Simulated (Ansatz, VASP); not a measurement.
## H in VASP and in Ansatz

```
H
1.0
     0.00000    1.13636    1.13636
     1.13636    0.00000    1.13636
     1.13636    1.13636    0.00000
H
1
Direct
  0.00000 0.00000 0.00000
```

Alike in both runs: task relaxation of cell and atoms; functional r2SCAN; k mesh 12 × 12 × 12; occupations gaussian, width 0.1 eV; no spin polarisation.

|  | VASP | Ansatz |
| --- | --- | --- |
| version | VASP 6.6.1 | Ansatz 0.2.0 |
| potentials or method | VASP PAW PBE potentials, release 64 (H), cutoff 600 eV | scalar-relativistic, plane waves, PAW |
| valence electrons in the cell | 1 | 1 |

```tsv
	VASP	Ansatz	Ansatz less VASP
gap on the k mesh at the Fermi level, each at its own relaxed structure (eV)	none	none	-
relaxed volume (Å³/atom)	2.93	2.91	-0.022
relaxed cell length with the largest relative difference (Å)	1.607	1.603	-0.0040
```

VASP's potentials were made for PBE, not for r2SCAN. A gap of «none» marks a metal or a gap that the smearing closes.

The k mesh is coarse, so the values compare programs but aren't converged. Noted on VASP's run: the relaxation stopped at its first step, so nothing moved.
